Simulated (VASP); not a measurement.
Set up this calculation in VASP 6.6.1, as the native input.

| Property | Result |
| --- | --- |
| Task | single point |
| Functional | PBE |
| Potentials or basis | VASP PAW PBE potentials, release 64 (Ta_pv, N) |
| Cutoff | 520 eV |
| k mesh | 11 × 11 × 11 |
| Occupations | fermi-dirac, width 0.02 eV |
| Spin | non-collinear spin, zero start, spin-orbit coupling |
| Starting moments | [[0.0, 0.0, 0.0], [0.0, 0.0, 0.0]] μB |
| Dipole correction | no |
| Further INCAR settings | ALGO = Normal; EDIFF = 1e-07; NBANDS = 28 |

The structure of TaN lies in POSCAR:

```
TaN
1.0
    0.0000000000      2.2085294952      2.2085294952
    2.2085294952      0.0000000000      2.2085294952
    2.2085294952      2.2085294952      0.0000000000
Ta N
1 1
Direct
    0.5000000000      0.5000000000      0.5000000000
    0.0000000000      0.0000000000      0.0000000000
```

One way to write it, as run:

INCAR

```
PREC = Accurate
ENCUT = 520
EDIFF = 1E-7
ISMEAR = -1
SIGMA = 0.02
LREAL = F
LASPH = T
NELM = 150
ALGO = Normal
ISIF = 2
LWAVE = F
LCHARG = F
LNONCOLLINEAR = T
MAGMOM = 0 0 0 0 0 0
LORBIT = 11
LSORBIT = T
GGA_COMPAT = F
LORBMOM = T
LMAXMIX = 4
GGA = PE
NBANDS = 28
```

KPOINTS

```
regular mesh
0
Gamma
  11 11 11
```

Potentials or basis: VASP PAW PBE potentials, release 64 (Ta_pv, N).

Run with:

```sh
$ cat potpaw_PBE.64/Ta_pv/POTCAR potpaw_PBE.64/N/POTCAR > POTCAR
$ mpirun -np 1 vasp_ncl > vasp.out
```

Results of the run:

The pressure is 1.4 GPa. The net moment is 0.00 μB per cell and the valence electrons inside the program's atomic spheres are Ta 8.92; N 3.76.

Wall time 35 s on 1 thread of Intel(R) Xeon(R) 6975P-C (Granite Rapids), on a shared host, peak memory 0.22 GiB.
